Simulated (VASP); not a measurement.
# Al17N15 (a cell with a defect) in VASP: further runs, part 2 of 2

VASP 6.6.1.

**4. Single point, r2SCAN**

Contents of POSCAR:

```
Al17N15
1.0
    6.2604124029      0.0000000578      0.0000000000
   -3.1302062515      5.4216761502      0.0000000000
    0.0000000000      0.0000000000     10.0361163407
Al N
17 15
Direct
    0.3376608678      0.1600959651      0.2539468498
    0.1610287913      0.3396126030      0.5015065797
    0.3312269062      0.1728998879      0.7490212593
    0.1698805968      0.3296993357      1.0076345870
    0.3386089117      0.6634257451      0.2588688362
    0.1653107578      0.8569410878      0.5042080554
    0.3249704893      0.6617543351      0.7568801677
    0.1901737841      0.8410817116      0.9887939844
    0.8368440934      0.1625121350      0.2581188259
    0.6507637820      0.3426319003      0.5021671772
    0.8395390206      0.1764698339      0.7566215857
    0.6585492373      0.3095074686      0.9886417982
    0.8640899923      0.6334249679      0.1796165943
    0.6363194993      0.8620819582      0.5325221635
    0.8004581351      0.7128331734      0.3885513989
    0.8308899592      0.6724752321      0.7508265505
    0.6682386742      0.8315885412      1.0035926178
    0.3274113964      0.1799386190      0.4409253224
    0.1723886635      0.3281280397      0.1964171604
    0.3307825712      0.1693659365      0.9355967816
    0.1652796498      0.3356535942      0.6916390853
    0.3199283652      0.6807264617      0.4482398714
    0.2076098898      0.8391157825      0.1720579871
    0.3371508884      0.6573417867      0.9428629353
    0.1677958403      0.8358022649      0.6982661018
    0.8198286669      0.1790254219      0.4475434569
    0.6586691123      0.2911432775      0.1719961257
    0.8416972176      0.1621979217      0.9430175244
    0.6690245856      0.3369988802      0.6974107896
    0.6840496418      0.8173807547      0.2010280108
    0.8377224486      0.6618396654      0.9520356187
    0.6600021451      0.8412332470      0.7132501325
```

Contents of INCAR.step1:

```
PREC = Accurate
ENCUT = 580
ISMEAR = -1
SIGMA = 0.01
LREAL = Auto
LASPH = T
NELM = 120
NBANDS = 85
GGA = PE
ALGO = Normal
EDIFF = 1E-5
LWAVE = T
LCHARG = F
GGA_COMPAT = F
```

Contents of INCAR.step2:

```
PREC = Accurate
ENCUT = 580
EDIFF = 1E-6
ISMEAR = -1
SIGMA = 0.01
LREAL = Auto
LASPH = T
NELM = 120
ALGO = Normal
ISIF = 2
LWAVE = F
LCHARG = T
METAGGA = R2SCAN
LMIXTAU = T
LELF = T
LVHAR = T
NBANDS = 85
ISTART = 1
GGA_COMPAT = F
```

Contents of KPOINTS:

```
Automatic mesh
0
Gamma
  1 1 1
  0.25 0.25 0.25
```

Potentials or basis: VASP PAW PBE potentials, release 64 (Al, N).

On the command line:

```bash
> cat potpaw_PBE.64/Al/POTCAR potpaw_PBE.64/N/POTCAR > POTCAR
> cp INCAR.step1 INCAR
> mpirun -np 1 vasp_std > vasp.out
> cp INCAR.step2 INCAR
> mpirun -np 1 vasp_std > vasp.out
```

OUTCAR:

```text
PREC = Accurate
   ENCUT = 580
   EDIFF = 1E-6
   ISMEAR = -1
   LREAL = Auto
   LASPH = T
   NELM = 120
   ISIF = 2
   METAGGA = R2SCAN
   ISTART = 1

 ion  position               nearest neighbor table
   1  0.338  0.160  0.254-  18 1.88  19 1.90  27 1.93  23 1.93   6 3.00  10 3.02   4 3.08   5 3.11
                             9 3.12   9 3.14   2 3.15   5 3.15   8 3.17  12 3.18  13 3.23  13 3.23
   2  0.161  0.340  0.502-  18 1.87  21 1.91  22 1.93  26 1.93   5 3.00   9 3.01   6 3.04  10 3.06
                             3 3.08  11 3.10   7 3.10   1 3.15  14 3.15  14 3.16  10 3.20   6 3.23
   3  0.331  0.173  0.749-  20 1.87  21 1.87  25 1.90  29 1.90  12 2.99   6 3.00   8 3.01  10 3.02
                             7 3.08   2 3.08  11 3.09   4 3.12  16 3.13  16 3.13  11 3.17   7 3.18
   4  0.170  0.330  0.008-  20 1.89  24 1.89  28 1.89  19 1.89   1 3.08  11 3.09   7 3.10   9 3.10
                             5 3.10   3 3.12  17 3.13   8 3.13  12 3.13  17 3.13   8 3.15  12 3.15
   5  0.339  0.663  0.259-  23 1.88  22 1.91  19 1.92  30 1.96  13 2.99   2 3.00  15 3.04   4 3.10
                             1 3.11   9 3.12  17 3.12   9 3.14   1 3.15   6 3.17  14 3.20   8 3.24
   6  0.165  0.857  0.504-  18 1.86  22 1.88  25 1.95  15 2.31  14 2.95   3 3.00   1 3.00   2 3.04
                            10 3.04  16 3.07   5 3.17   7 3.18  10 3.22   2 3.23  14 3.34
   7  0.325  0.662  0.757-  24 1.87  32 1.87  21 1.89  25 1.89  14 2.83   8 2.89  11 3.04   3 3.08
                             4 3.10  17 3.10   2 3.10  16 3.13  16 3.13   3 3.18   6 3.18  11 3.22
   8  0.190  0.841  0.989-  23 1.84  24 1.85  20 1.86  31 1.95  13 2.62   7 2.89  12 2.93   3 3.01
                            17 3.03  16 3.08   4 3.13   4 3.15   1 3.17   5 3.24  17 3.24  12 3.33
   9  0.837  0.163  0.258-  27 1.88  26 1.91  19 1.92  30 1.96  13 2.97  15 3.01   2 3.01   4 3.10
                             1 3.12  17 3.12   5 3.12   5 3.14   1 3.14  10 3.15  14 3.22  12 3.23
  10  0.651  0.343  0.502-  18 1.86  26 1.89  29 1.96  15 2.32  14 2.98   1 3.02   3 3.02   6 3.04
                             2 3.06  16 3.07   9 3.15  11 3.20   2 3.20   6 3.22  14 3.31
  11  0.840  0.176  0.757-  32 1.87  28 1.87  21 1.88  29 1.89  14 2.84  12 2.89   7 3.04   3 3.09
                             4 3.09   2 3.10  17 3.10  16 3.13  16 3.13   3 3.17  10 3.20   7 3.22
  12  0.659  0.310  0.989-  27 1.84  28 1.85  20 1.86  31 1.95  13 2.61  11 2.89   8 2.93   3 2.99
                            17 3.03  16 3.09   4 3.13   4 3.15   1 3.18   9 3.23  17 3.24   8 3.33
  13  0.864  0.633  0.180-  27 1.87  23 1.88  30 1.99  15 2.24  31 2.30  12 2.61   8 2.62  17 2.77
                             9 2.97   5 2.99   1 3.23   1 3.23
[... 238 lines left out ...]
 number of electron     125.9999998 magnetization

 Free energy of the ion-electron system (eV)
  ---------------------------------------------------
  ext. energy  EPLUGINS =         0.00000000
  ---------------------------------------------------
  free energy    TOTEN  =      -294.95584303 eV

  energy without entropy =     -294.95584303  energy(sigma->0) =     -294.95584303

 E-fermi :   9.5712     XC(G=0): -11.4299

 val. band max:        9.2614846107   @ k =   0.2500   0.5000   0.2500
 cond. band min:       9.8951768258   @ k =   0.2500   0.5000   0.2500
 fundamental gap:      0.6336922151
 Fermi energy:         9.5711791677

 k-point     1 :       0.2500    0.2500    0.2500
  band No.  band energies     occupation
      1      -9.6477      2.00000
      2      -9.0892      2.00000
      3      -9.0228      2.00000
      4      -8.9571      2.00000
      5      -8.5716      2.00000
      6      -8.4242      2.00000
[... 457 lines left out ...]
     74      13.4096      0.00000
     75      13.5574      0.00000
 [bands above 75 left out]

------------------------ aborting loop because EDIFF is reached ----------------------------------------

  FORCE on cell =-STRESS in cart. coord.  units (eV):
  Direction    XX          YY          ZZ          XY          YZ          ZX
  --------------------------------------------------------------------------------------
  -------------------------------------------------------------------------------------
  Total        8.6003442      8.8443144     13.9773351      0.7177745      6.2774657     -9.6550246
  in kB       40.4505293     41.5980095     65.7404626      3.3759529     29.5251916    -45.4110730
  external PRESSURE =      49.2630005 kB  Pullay stress =       0.0000000 kB

 VOLUME and BASIS-vectors are now :
 -----------------------------------------------------------------------------
  energy-cutoff  :      580.00
  volume of cell :      340.65
      direct lattice vectors                 reciprocal lattice vectors
     6.260412403  0.000000058  0.000000000     0.159733885  0.092222403  0.000000000
    -3.130206252  5.421676150  0.000000000    -0.000000002  0.184444804  0.000000000
     0.000000000  0.000000000 10.036116341     0.000000000  0.000000000  0.099640136

 POSITION                                       TOTAL-FORCE (eV/Angst)
 -----------------------------------------------------------------------------------
      1.61276      0.86799      2.54864         0.167589     -0.068807     -0.144062
     -0.05495      1.84127      5.03318        -0.374463      0.211110     -0.011490
      1.53240      0.93741      7.51726         0.126370     -0.063461      0.080546
      0.03150      1.78752      0.07662        -0.083675      0.054924      0.001580
      0.04317      3.59688      2.59804         0.097178     -0.037300      0.151718
     -1.64749      4.64606      5.06029         0.107597     -0.020640     -0.062272
[... 24 lines left out ...]
      3.17279      3.58828      9.55474         0.257242     -0.117462      0.111663
      1.49865      4.56089      7.15826        -0.196023      0.123459     -0.011609
 -----------------------------------------------------------------------------------
    total drift:                               -0.003313     -0.001832     -0.033904

  FREE ENERGIE OF THE ION-ELECTRON SYSTEM (eV)
  ---------------------------------------------------
  free  energy   TOTEN  =      -294.9558430260 eV

  energy  without entropy=     -294.9558430260  energy(sigma->0) =     -294.95584303
```

OUTCAR.step1:

```text
PREC = Accurate
   ENCUT = 580
   ISMEAR = -1
   LREAL = Auto
   LASPH = T
   NELM = 120
[... 779 lines left out ...]
      0.04317      3.59688      2.59804         0.133622     -0.067749      0.163526
     -1.64749      4.64606      5.06029         0.053857     -0.125816      0.045762
[... 24 lines left out ...]
      3.17279      3.58828      9.55474         0.249588     -0.115343      0.037662
      1.49865      4.56089      7.15826        -0.155138      0.100887      0.087376
 -----------------------------------------------------------------------------------
    total drift:                               -0.000161     -0.002006     -0.003122

  FREE ENERGIE OF THE ION-ELECTRON SYSTEM (eV)
  ---------------------------------------------------
  free  energy   TOTEN  =      -224.4945287435 eV

  energy  without entropy=     -224.4945287435  energy(sigma->0) =     -224.49452874
```

Wall time 45 min (1 thread of Intel Xeon 8259CL, shared host); peak memory 0.58 GiB.

What came out:

```
Free energy            : -294.9558 eV
Pressure               : 4.9 GPa
Largest force          : 0.560 eV/Å
Band gap on the k mesh : 0.63 eV
```

Forces in eV/Å, atoms in the order of the input:
```
Al   0.168 -0.069 -0.144
Al  -0.374  0.211 -0.011
Al   0.126 -0.063  0.081
Al  -0.084  0.055  0.002
Al   0.097 -0.037  0.152
Al   0.108 -0.021 -0.062
Al   0.155 -0.054 -0.017
Al  -0.140  0.076  0.079
Al   0.067 -0.056  0.170
Al   0.054 -0.066 -0.057
Al   0.110 -0.116  0.005
Al  -0.142  0.086  0.111
Al   0.119 -0.082 -0.104
Al  -0.020  0.007 -0.406
Al  -0.161  0.018  0.152
Al   0.173 -0.094  0.039
Al  -0.102  0.045 -0.003
N    0.419 -0.257  0.268
N   -0.216  0.107 -0.194
N    0.206 -0.126 -0.122
N   -0.126  0.120  0.022
N    0.142 -0.064 -0.063
N   -0.361 -0.048  0.119
N    0.164 -0.002 -0.023
N   -0.266  0.100  0.018
N    0.133 -0.025 -0.041
N   -0.103  0.323  0.089
N    0.147 -0.085 -0.086
N   -0.288  0.101  0.017
N   -0.068  0.011 -0.090
N    0.257 -0.117  0.112
N   -0.196  0.123 -0.012
```

Levels at points of the mesh, in eV from the valence-band top:
| k point | band 60 | band 61 | band 62 | band 63 | band 64 | band 65 | band 66 | band 67 |
| --- | --- | --- | --- | --- | --- | --- | --- | --- |
| (0.25, 0.25, 0.25) | -3.82 | -3.31 | -0.55 | -0.35 | 0.89 | 2.44 | 2.84 | 3.16 |

Caveat: the k points lie up to 0.58 Å⁻¹ apart; semilocal functionals underestimate gaps, and a narrow one can read as zero; the PAW data sets were made with another functional, which shifts forces and pressure a little.

**5. The runs side by side**

| level | potentials or basis | cutoff (eV) | gap on the mesh (eV) | pressure (GPa) | largest force (eV/Å) |
| --- | --- | --- | --- | --- | --- |
| LDA | VASP PAW LDA potentials, release 64 (Al, N) | 520 | 0.48 | 1.7 | 0.50 |
| PBE | VASP PAW PBE potentials, release 64 (Al, N) | 520 | 0.50 | 9.2 | 0.48 |
| r2SCAN | VASP PAW PBE potentials, release 64 (Al, N) | 580 | 0.63 | 4.9 | 0.56 |

Alike in all rows: task single point; no spin polarisation; cell as given; k mesh 1 × 1 × 1, shifted; smearing fermi-dirac 0.01 eV.

Caveats: all runs use coarse meshes; semilocal functionals underestimate gaps, and a narrow one can read as zero; the PAW data sets were made with another functional, which shifts forces and pressure a little (at least some runs).

Total energies depend on the potentials used, so only differences within one code and one set of settings carry meaning.
